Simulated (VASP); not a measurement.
Write the native input for VASP 6.6.1 that does the following.

```
Task                   : single point
Functional             : LDA
Potentials or basis    : VASP PAW LDA potentials, release 64 (Sn_d, Te)
Cutoff                 : 500 eV
k mesh                 : 3 × 3 × 3
Occupations            : gaussian, width 0.01 eV
Spin                   : no spin polarisation
Dipole correction      : no
Further INCAR settings : ALGO = Normal; EDIFF = 1e-06; NBANDS = 17
```

The structure of SnTe lies in POSCAR:

```
SnTe
1.0
    0.0000000000      3.6111500000      3.6111500000
    3.6111500000      0.0000000000      3.6111500000
    3.6111500000      3.6111500000      0.0000000000
Sn Te
1 1
Direct
    0.0000000000      0.0000000000      0.0000000000
    0.7500000000      0.7500000000      0.7500000000
```

One way to write it, as run:

INCAR

```
ALGO = Normal ; EDIFF = 1E-6
ENCUT = 500 ; GGA = CA
GGA_COMPAT = False ; ISIF = 2
ISMEAR = 0 ; LASPH = True
LCHARG = False ; LREAL = False
LWAVE = False ; NBANDS = 17
NELM = 120 ; PREC = Accurate
SIGMA = 0.01
```

KPOINTS

```
k-points
0
Gamma
  3 3 3
```

Potentials or basis: VASP PAW LDA potentials, release 64 (Sn_d, Te).

The run is started by

```console
$ cat potpaw_LDA.64/Sn_d/POTCAR potpaw_LDA.64/Te/POTCAR > POTCAR
$ mpirun -np 1 vasp_std > vasp.out
```

It gave:

```yaml
Pressure: -3.0 GPa
Band_gap_on_the_k_mesh: 0.76 eV, indirect (least direct gap 0.91 eV)
```

Caveat: the k points lie up to 0.50 Å⁻¹ apart; spin-orbit coupling is left out, which moves the levels of the heavy elements.

Wall time 12 s on 1 thread of AMD EPYC 7R13, on a shared host, peak memory 0.16 GiB.
